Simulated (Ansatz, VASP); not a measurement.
# Two plane-wave programs on Si

```
Si
1.0
     0.00000    2.80970    2.34216
     2.80970    0.00000    2.34216
     2.80970    2.80970    0.00000
Si
2
Direct
  0.50000 0.50000 0.50000
  0.75000 0.75000 0.75000
```

Alike in both runs: task single point; functional PBE; k mesh 10 × 10 × 10; occupations gaussian, width 0.05 eV; no spin polarisation.

|  | VASP | Ansatz |
| --- | --- | --- |
| version | VASP 6.6.1 | Ansatz 0.2.0 |
| potentials or method | VASP PAW PBE potentials, release 64 (Si), cutoff 520 eV | scalar-relativistic, plane waves, PAW |
| valence electrons in the cell | 8 | 8 |

Ansatz gave:

| Item | Value |
| --- | --- |
| gap on the k mesh at the Fermi level (eV) | none |
| pressure (GPa) | 9.0 |
| traceless stress, the component that is largest in VASP (GPa) | 6.11 |

Task: What did VASP give for the same quantities?

Result: gap on the k mesh at the Fermi level (eV): none; pressure (GPa): 8.9; traceless stress, the component that is largest in VASP (GPa): 6.14.

A gap of «none» marks a metal or a gap that the smearing closes. The functional is the same, so the differences come from potentials, cutoffs and numerics.
